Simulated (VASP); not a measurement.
# AlN (R-3m) in VASP: a series of runs

Runs on AlN. Level: PBE. Tasks: single point.

All numbers are computed with VASP 6.6.1; they aren't measurements. Logs are shortened: lines on timing, memory, paths and dates and some standing lists are left out, and cuts for length are marked.

**1. The cell of the first run**

Symmetry: R-3m, No. 166, trigonal system. Conventional cell: a = 2.871 Å, b = 2.871 Å, c = 6.233 Å, α = 90.00°, β = 90.00°, γ = 120.00°. Al (site symmetry -3m) has 6 N at 1.96 Å within 2.6 Å. N (site symmetry -3m) has 6 Al at 1.96 Å within 2.6 Å.

**2. Single point, PBE**

The input, INCAR:

```
SYSTEM = AlN
PREC     = Accurate       ! precision mode
ENCUT    = 520            ! plane-wave cutoff, eV
EDIFF    = 1E-6           ! SCF threshold, eV
ISMEAR   = 0              ! smearing method
SIGMA    = 0.05           ! smearing width, eV
LREAL    = .False.        ! projectors in reciprocal space
LASPH    = .True.         ! aspherical terms in the spheres
NELM     = 60             ! most SCF steps
ALGO     = Normal         ! electronic algorithm
ISIF     = 2              ! what is computed and relaxed
LWAVE    = .False.        ! write WAVECAR
LCHARG   = .False.        ! write CHGCAR
GGA      = PE             ! functional
NBANDS   = 11             ! bands
```

The input, KPOINTS:

```
Automatic mesh
0
Gamma
  10 10 10
  0 0 0
```

The input, POSCAR:

```
AlN
1.0
   -0.1537378754      1.8762516765      1.8762516765
    1.8762516765     -0.1537378754      1.8762516765
    1.8762516765      1.8762516765     -0.1537378754
Al N
1 1
Direct
    0.5000000000      0.5000000000      0.5000000000
    0.0000000000      0.0000000000      0.0000000000
```

Potentials or basis: VASP PAW PBE potentials, release 64 (Al, N).

Launch:

```bash
> cat potpaw_PBE.64/Al/POTCAR potpaw_PBE.64/N/POTCAR > POTCAR
> mpirun -np 1 vasp_std > vasp.out
```

OUTCAR:

```text
SYSTEM = AlN
   PREC = Accurate
   ENCUT = 520
   EDIFF = 1E-6
   ISMEAR = 0
   LREAL = .False.
   LASPH = .True.
   NELM = 60
   ISIF = 2
   GGA = PE

 ion  position               nearest neighbor table
   1  0.500  0.500  0.500-   2 1.96   2 1.96   2 1.96   2 1.96   2 1.96   2 1.96
   2  0.000  0.000  0.000-   1 1.96   1 1.96   1 1.96   1 1.96   1 1.96   1 1.96

  LATTYP: Found a trigonal (rhomboedric) cell.
 ALAT       =     2.6578705840
 COS(alpha) =     0.4166624355

  Lattice vectors:

 A1 = (  -0.1537378754,   1.8762516765,   1.8762516765)
 A2 = (   1.8762516765,  -0.1537378754,   1.8762516765)
 A3 = (   1.8762516765,   1.8762516765,  -0.1537378754)

Analysis of symmetry for initial positions (statically):
=====================================================================
 Subroutine PRICEL returns:
 Original cell was already a primitive cell.

 Routine SETGRP: Setting up the symmetry group for a
 trigonal (rhombohedral) supercell.

 Subroutine GETGRP returns: Found 12 space group operations
 (whereof 12 operations were pure point group operations)
 out of a pool of 12 trial point group operations.

The static configuration has the point symmetry D_3d.

Analysis of symmetry for dynamics (positions and initial velocities):
=====================================================================
 Subroutine PRICEL returns:
 Original cell was already a primitive cell.

 Routine SETGRP: Setting up the symmetry group for a
 trigonal (rhombohedral) supercell.

 Subroutine GETGRP returns: Found 12 space group operations
 (whereof 12 operations were pure point group operations)
 out of a pool of 12 trial point group operations.

The dynamic configuration has the point symmetry D_3d.

 Subroutine INISYM returns: Found 12 space group operations
 (whereof 12 operations are pure point group operations),
 and found     1 'primitive' translations

----------------------------------------------------------------------------------------

                                     Primitive cell

  volume of cell :      14.8300

  direct lattice vectors                    reciprocal lattice vectors
    -0.153737875  1.876251676  1.876251676    -0.235784560  0.256828813  0.256828813
     1.876251676 -0.153737875  1.876251676     0.256828813 -0.235784560  0.256828813
     1.876251676  1.876251676 -0.153737875     0.256828813  0.256828813 -0.235784560

  length of vectors
     2.657870584  2.657870584  2.657870584     0.433031681  0.433031681  0.433031681

  position of ions in fractional coordinates (direct lattice)
     0.500000000  0.500000000  0.500000000
[... 83 lines left out ...]
   NFREE  =      0    steps in history (QN), initial steepest desc. (CG)
   ISIF   =      2    stress and relaxation
   ISYM   =      2    0-nonsym 1-usesym 2-fastsym
   POTIM  = 0.5000    time-step for ionic-motion
   TEBEG  =    0.0;   TEEND  =   0.0 temperature during run
   PSTRESS=    0.0 pullay stress
   NELECT =       8.0000    total number of electrons
   NUPDOWN=      -1.0000    fix difference up-down
   EMIN   =  10.00;   EMAX   =-10.00  energy-range for DOS
   EFERMI =   0.00;   METHOD = LEGACY
   ISMEAR =     0;   SIGMA  =   0.05  broadening in eV -4-tet -1-fermi 0-gaus
   EFERMI_NEDOS =   21; number of points for ismear=-14 and -15
   IALGO  =     38    algorithm
   IMIX   =      4    mixing-type and parameters
     AMIX     =   0.40;   BMIX     =  1.00
     AMIX_MAG =   1.60;   BMIX_MAG =  1.00
  volume/ion in A,a.u.               =       7.41        50.04
  Fermi-wavevector in a.u.,A,eV,Ry     =   1.332676  2.518392 24.164277  1.776024
  Thomas-Fermi vector in A             =   2.461592
   LORBIT       =      0    0 simple, 1 ext, 2 COOP (PROOUT), +10 PAW based schemes
   GGA     = PE    functional components
   LHFCALC =     F    Hartree Fock is set to
   AEXX    =    0.0000 exact exchange contribution
   IVDW    =     0    specifies the selected vdW correction
   LEPSILON=     F    determine dielectric tensor
   LRPA    =     F    only Hartree local field effects (RPA)
 non-spin polarized calculation
 Gauss-broadening in eV      SIGMA  =   0.05
  energy-cutoff  :      520.00
  volume of cell :       14.83
 maximum number of plane-waves:       440
   NGX =  9   NGY =  9   NGZ =  9

 number of electron       8.0000001 magnetization

 Free energy of the ion-electron system (eV)
  ---------------------------------------------------
  ext. energy  EPLUGINS =         0.00000000
  ---------------------------------------------------
  free energy    TOTEN  =       -14.01558589 eV

  energy without entropy =      -14.01558589  energy(sigma->0) =      -14.01558589

 E-fermi :  12.7242     XC(G=0): -12.8108

 val. band max:       12.4903430447   @ k =   0.0000   0.0000   0.0000
 cond. band min:      15.4880968455   @ k =   0.5000   0.5000   0.0000
 fundamental gap:      2.9977538008
 Fermi energy:        12.7241923254

 k-point     1 :       0.0000    0.0000    0.0000
  band No.  band energies     occupation
      1      -7.1068      2.00000
      2      10.9779      2.00000
      3      10.9779      2.00000
      4      12.4903      2.00000
      5      18.2108      0.00000
      6      22.6599      0.00000
      7      22.6599      0.00000
      8      27.6269      0.00000
      9      28.9316      0.00000
     10      30.3226      0.00000
     11      30.3226      0.00000
[... 309 lines left out ...]
 k-point    24 :       0.4000    0.3000   -0.0000
  band No.  band energies     occupation
      1      -3.7018      2.00000
      2       5.0708      2.00000
      3       7.7616      2.00000
      4       9.8674      2.00000
      5      17.5113      0.00000
      6      19.6358      0.00000
      7      24.3396      0.00000
      8      28.5163      0.00000
      9      29.5809      0.00000
     10      34.7174      0.00000
     11      37.6167      0.00000

 [... further k-points ...]
[... 5 lines left out ...]
  --------------------------------------------------------------------------------------
  -------------------------------------------------------------------------------------
  Total        3.9162030      3.9162030      3.9162030      2.3056846      2.3056846      2.3056846
  in kB      423.0918207    423.0918207    423.0918207    249.0974788    249.0974788    249.0974788
  external PRESSURE =     423.0918207 kB  Pullay stress =       0.0000000 kB

 VOLUME and BASIS-vectors are now :
 -----------------------------------------------------------------------------
  energy-cutoff  :      520.00
  volume of cell :       14.83
      direct lattice vectors                 reciprocal lattice vectors
    -0.153737875  1.876251676  1.876251676    -0.235784560  0.256828813  0.256828813
     1.876251676 -0.153737875  1.876251676     0.256828813 -0.235784560  0.256828813
     1.876251676  1.876251676 -0.153737875     0.256828813  0.256828813 -0.235784560

 POSITION                                       TOTAL-FORCE (eV/Angst)
 -----------------------------------------------------------------------------------
      1.79938      1.79938      1.79938         0.000000     -0.000000      0.000000
      0.00000      0.00000      0.00000        -0.000000      0.000000     -0.000000
 -----------------------------------------------------------------------------------
    total drift:                                0.000000     -0.000000     -0.000000

  FREE ENERGIE OF THE ION-ELECTRON SYSTEM (eV)
  ---------------------------------------------------
  free  energy   TOTEN  =       -14.0155858854 eV

  energy  without entropy=      -14.0155858854  energy(sigma->0) =      -14.01558589
```

It took 31 s on 1 thread of Intel Xeon 8259CL, shared host; peak memory 0.13 GiB.

Results:

- Free energy: -14.0156 eV
- Pressure: 42.3 GPa
- Band gap on the k mesh: 3.00 eV, indirect (least direct gap 5.72 eV)

Stress tensor (GPa, compression positive):
```
42.31 24.91 24.91
24.91 42.31 24.91
24.91 24.91 42.31
```

Levels at points of the mesh, in eV from the valence-band top:
| k point | band 1 | band 2 | band 3 | band 4 | band 5 | band 6 | band 7 | band 8 |
| --- | --- | --- | --- | --- | --- | --- | --- | --- |
| (0.00, 0.00, 0.00) | -19.60 | -1.51 | -1.51 | 0.00 | 5.72 | 10.17 | 10.17 | 15.14 |
| (0.50, 0.00, 0.00) | -16.09 | -10.33 | -2.44 | -1.39 | 6.05 | 10.83 | 12.97 | 13.03 |
| (0.50, 0.50, 0.00) | -14.68 | -9.13 | -4.97 | -3.09 | 3.00 | 5.84 | 13.67 | 17.26 |
| (0.50, 0.50, 0.50) | -15.07 | -9.17 | -3.17 | -3.17 | 4.12 | 8.91 | 8.91 | 14.90 |

A k mesh can miss the band edges.

**3. Single point, PBE**

This run uses another cell than the first one, of the same volume but with other edges.

The input, INCAR:

```
SYSTEM = AlN
PREC = Accurate
ENCUT = 520
EDIFF = 1E-6
ISMEAR = 0
SIGMA = 0.05
LREAL = .FALSE.
LASPH = .TRUE.
NELM = 60
ALGO = Normal
ISIF = 2
LWAVE = .FALSE.
LCHARG = .FALSE.
GGA = PE
NBANDS = 11
```

The input, KPOINTS:

```
regular mesh
0
G
  10 10 10
  0 0 0
```

The input, POSCAR:

```
AlN
1.0
    0.1600927947      2.0332534194      2.0332534194
    2.0332534194      0.1600927947      2.0332534194
    2.0332534194      2.0332534194      0.1600927947
Al N
1 1
Direct
    0.5000000000      0.5000000000      0.5000000000
    0.0000000000      0.0000000000      0.0000000000
```

Potentials or basis: VASP PAW PBE potentials, release 64 (Al, N).

Launch:

```bash
> cat potpaw_PBE.64/Al/POTCAR potpaw_PBE.64/N/POTCAR > POTCAR
> mpirun -np 1 vasp_std > vasp.out
```

Wall time 32 s (1 thread of Intel Xeon 8259CL, shared host); peak memory 0.14 GiB.

Results (log left out):

- Free energy: -13.9559 eV
- Pressure: 42.7 GPa
- Band gap on the k mesh: 3.28 eV, indirect (least direct gap 5.22 eV)

Stress tensor (GPa, compression positive):
```
 42.70 -32.94 -32.94
-32.94  42.70 -32.94
-32.94 -32.94  42.70
```

Levels at points of the mesh, in eV from the valence-band top:
```csv
k point,band 2,band 3,band 4,band 5,band 6,band 7
"(0.00, 0.00, 0.00)",-2.08,0.00,0.00,5.22,10.84,13.08
"(0.50, 0.00, 0.00)",-9.44,-2.87,-1.60,5.00,10.46,11.38
"(0.50, 0.50, 0.00)",-8.83,-4.63,-2.84,3.28,6.13,13.69
"(0.50, 0.50, 0.50)",-10.65,-0.99,-0.99,8.00,12.60,13.27
```

**4. Single point, PBE**

This run uses another cell than the first one, of the same volume but with other edges.

INCAR, as its differences from that of step 3:

```diff
@@ -12,4 +12,6 @@
 LWAVE = .FALSE.
-LCHARG = .FALSE.
+LCHARG = .TRUE.
 GGA = PE
+LELF = .TRUE.
+LVHAR = .TRUE.
 NBANDS = 11
```

The input, KPOINTS:

```
Automatic mesh
0
G
  10 10 10
  0 0 0
```

The input, POSCAR:

```
AlN
1.0
    0.1194530929      2.0115295379      2.0115295379
    2.0115295379      0.1194530929      2.0115295379
    2.0115295379      2.0115295379      0.1194530929
Al N
1 1
Direct
    0.5000000000      0.5000000000      0.5000000000
    0.0000000000      0.0000000000      0.0000000000
```

Potentials or basis: VASP PAW PBE potentials, release 64 (Al, N).

Launch:

```bash
> cat potpaw_PBE.64/Al/POTCAR potpaw_PBE.64/N/POTCAR > POTCAR
> mpirun -np 1 vasp_std > vasp.out
```

OUTCAR:

```text
SYSTEM = AlN
   PREC = Accurate
   ENCUT = 520
   EDIFF = 1E-6
   ISMEAR = 0
   LREAL = .FALSE.
   LASPH = .TRUE.
   NELM = 60
   ISIF = 2
   GGA = PE

 ion  position               nearest neighbor table
   1  0.500  0.500  0.500-   2 1.95   2 1.95   2 1.95   2 1.95   2 1.95   2 1.95
   2  0.000  0.000  0.000-   1 1.95   1 1.95   1 1.95   1 1.95   1 1.95   1 1.95

  LATTYP: Found a trigonal (rhomboedric) cell.
 ALAT       =     2.8472392251
 COS(alpha) =     0.5583996164

  Lattice vectors:

 A1 = (   0.1194530929,   2.0115295379,   2.0115295379)
 A2 = (   2.0115295379,   0.1194530929,   2.0115295379)
 A3 = (   2.0115295379,   2.0115295379,   0.1194530929)

Analysis of symmetry for initial positions (statically):
=====================================================================
 Subroutine PRICEL returns:
 Original cell was already a primitive cell.

 Routine SETGRP: Setting up the symmetry group for a
 trigonal (rhombohedral) supercell.

 Subroutine GETGRP returns: Found 12 space group operations
 (whereof 12 operations were pure point group operations)
 out of a pool of 12 trial point group operations.

The static configuration has the point symmetry D_3d.

Analysis of symmetry for dynamics (positions and initial velocities):
=====================================================================
 Subroutine PRICEL returns:
 Original cell was already a primitive cell.

 Routine SETGRP: Setting up the symmetry group for a
 trigonal (rhombohedral) supercell.

 Subroutine GETGRP returns: Found 12 space group operations
 (whereof 12 operations were pure point group operations)
 out of a pool of 12 trial point group operations.

The dynamic configuration has the point symmetry D_3d.

 Subroutine INISYM returns: Found 12 space group operations
 (whereof 12 operations are pure point group operations),
 and found     1 'primitive' translations

----------------------------------------------------------------------------------------

                                     Primitive cell
[... 114 lines left out ...]
  Thomas-Fermi vector in A             =   2.461592
   LORBIT       =      0    0 simple, 1 ext, 2 COOP (PROOUT), +10 PAW based schemes
   GGA     = PE    functional components
   LHFCALC =     F    Hartree Fock is set to
   AEXX    =    0.0000 exact exchange contribution
   IVDW    =     0    specifies the selected vdW correction
   LEPSILON=     F    determine dielectric tensor
   LRPA    =     F    only Hartree local field effects (RPA)
 non-spin polarized calculation
 Gauss-broadening in eV      SIGMA  =   0.05
  energy-cutoff  :      520.00
  volume of cell :       14.83
 maximum number of plane-waves:       408
 NGX is ok and might be reduce to    24

 number of electron       8.0000001 magnetization

 Free energy of the ion-electron system (eV)
  ---------------------------------------------------
  ext. energy  EPLUGINS =         0.00000000
  ---------------------------------------------------
  free energy    TOTEN  =       -14.11476296 eV

  energy without entropy =      -14.11476296  energy(sigma->0) =      -14.11476296

 E-fermi :  12.3033     XC(G=0): -12.8074

 val. band max:       11.9773787368   @ k =   0.0000   0.0000   0.0000
 cond. band min:      15.7835569220   @ k =   0.5000   0.5000   0.0000
 fundamental gap:      3.8061781852
 Fermi energy:        12.3032861348

 k-point     1 :       0.0000    0.0000    0.0000
  band No.  band energies     occupation
      1      -7.1210      2.00000
      2      10.4590      2.00000
      3      11.9774      2.00000
      4      11.9774      2.00000
      5      18.0033      0.00000
      6      22.9414      0.00000
      7      24.9489      0.00000
      8      24.9489      0.00000
      9      29.0417      0.00000
     10      30.2039      0.00000
     11      30.2039      0.00000
[... 309 lines left out ...]
 k-point    24 :       0.4000    0.3000    0.0000
  band No.  band energies     occupation
      1      -3.7033      2.00000
      2       5.2292      2.00000
      3       8.3009      2.00000
      4       8.9262      2.00000
      5      17.1414      0.00000
      6      20.0716      0.00000
      7      24.4176      0.00000
      8      28.5467      0.00000
      9      29.4582      0.00000
     10      34.5050      0.00000
     11      37.9452      0.00000

 [... further k-points ...]
[... 5 lines left out ...]
  --------------------------------------------------------------------------------------
  -------------------------------------------------------------------------------------
  Total        3.8939976      3.8939976      3.8939976     -2.2272262     -2.2272262     -2.2272262
  in kB      420.6928285    420.6928285    420.6928285   -240.6211279   -240.6211279   -240.6211279
  external PRESSURE =     420.6928285 kB  Pullay stress =       0.0000000 kB

 VOLUME and BASIS-vectors are now :
 -----------------------------------------------------------------------------
  energy-cutoff  :      520.00
  volume of cell :       14.83
      direct lattice vectors                 reciprocal lattice vectors
     0.119453093  2.011529538  2.011529538    -0.271880111  0.256639761  0.256639761
     2.011529538  0.119453093  2.011529538     0.256639761 -0.271880111  0.256639761
     2.011529538  2.011529538  0.119453093     0.256639761  0.256639761 -0.271880111

 POSITION                                       TOTAL-FORCE (eV/Angst)
 -----------------------------------------------------------------------------------
      2.07126      2.07126      2.07126        -0.000000      0.000000     -0.000000
      0.00000      0.00000      0.00000         0.000000     -0.000000      0.000000
 -----------------------------------------------------------------------------------
    total drift:                                0.000000     -0.000000     -0.000000

  FREE ENERGIE OF THE ION-ELECTRON SYSTEM (eV)
  ---------------------------------------------------
  free  energy   TOTEN  =       -14.1147629597 eV

  energy  without entropy=      -14.1147629597  energy(sigma->0) =      -14.11476296
```

Wall time 29 s (1 thread of Intel Xeon 8259CL, shared host); peak memory 0.14 GiB.

Results:

| Property | Result |
| --- | --- |
| Free energy | -14.1148 eV |
| Pressure | 42.1 GPa |
| Band gap on the k mesh | 3.81 eV, indirect (least direct gap 6.03 eV) |

A k mesh can miss the band edges. Expect the measured gap to be larger: semilocal functionals such as PBE lack the derivative discontinuity.

**5. Overview**

```csv
cell,gap on the mesh (eV),pressure (GPa)
"a = 2.658 Å, angles 65.4°, 2 atoms",3.00,42.3
"a = 2.880 Å, angles 54.8°, 2 atoms",3.28,42.7
"a = 2.847 Å, angles 56.1°, 2 atoms",3.81,42.1
```

Alike in all rows: task single point; level PBE; potentials or basis VASP PAW PBE potentials, release 64 (Al, N); no spin polarisation; k mesh 10 × 10 × 10; cutoff (eV) 520; smearing gaussian 0.05 eV.

Total energies depend on the potentials used, so only differences within one code and one set of settings carry meaning.
